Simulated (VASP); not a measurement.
A run of VASP 6.6.1 is set up as follows.

Contents of INCAR:

```
PREC     = Accurate       # precision mode
ENCUT    = 520            # plane-wave cutoff, eV
EDIFF    = 1E-7           # SCF threshold, eV
ISMEAR   = 0              # smearing method
SIGMA    = 0.05           # smearing width, eV
LREAL    = False          # projectors in reciprocal space
LASPH    = True           # aspherical terms in the spheres
NELM     = 100            # most SCF steps
ALGO     = Normal         # electronic algorithm
ISIF     = 2              # what is computed and relaxed
LWAVE    = False          # write WAVECAR
LCHARG   = True           # write CHGCAR
GGA      = PE             # functional
LELF     = True           # ELF
LVHAR    = True         
NBANDS   = 15             # bands
```

File KPOINTS:

```
regular mesh
0
Gamma
  6 6 6
```

POSCAR

```
KI
1.0
    4.3555646099      0.0000000000      0.0000000000
    0.0000000000      4.3555646099      0.0000000000
    0.0000000000      0.0000000000      4.2911966600
K I
1 1
Direct
    0.0000000000      0.0000000000      0.0000000000
    0.5000000000      0.5000000000      0.5000000000
```

Potentials or basis: VASP PAW PBE potentials, release 64 (K_sv, I).

Launch:

```console
$ cat potpaw_PBE.64/K_sv/POTCAR potpaw_PBE.64/I/POTCAR > POTCAR
$ mpirun -np 1 vasp_std > vasp.out
```

(1) Predict the band gap on the k mesh.

(2) Predict the pressure.

Results:

(1) 3.20 eV, indirect (least direct gap 3.53 eV).

(2) 0.1 GPa.

Caveat: the cell differs from its parent crystal (strain +0.015 along x and y, +0.000 along z); spin-orbit coupling is left out, which moves the levels of the heavy elements.
